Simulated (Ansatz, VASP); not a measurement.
**MgW in VASP and in Ansatz**

```
CELL_PARAMETERS angstrom
2.73655 -2.73657 0.00000
2.73655 2.73657 0.00000
0.00000 0.00000 2.56241
ATOMIC_POSITIONS crystal
Mg 0.50000 0.50000 0.00000
W 0.00000 0.00000 0.00000
```

Alike in both runs: functional PBE; k mesh 4 × 4 × 6; occupations gaussian, width 0.1 eV; no spin polarisation.

Ansatz relaxed the structure, and its values are those at the end. VASP's run is a single point on that final structure, the one shown.

```csv
,VASP,Ansatz
version,VASP 6.6.1,Ansatz 0.2.0
potentials or method,"VASP PAW PBE potentials, release 64 (Mg_sv, W_sv), cutoff 750 eV","scalar-relativistic, plane waves, PAW"
valence electrons in the cell,24,24
```

|  | VASP | Ansatz | Ansatz less VASP |
| --- | --- | --- | --- |
| gap on the k mesh at the Fermi level (eV) | none | none | - |
| pressure (GPa) | -0.2 | 0.0 | +0.20 |

A gap of «none» marks a metal or a gap that the smearing closes. With one functional, cell and mesh, what is left measures potentials, basis and numerics.

The k mesh is coarse, so the values compare programs but aren't converged. Neither program's run includes spin-orbit coupling.
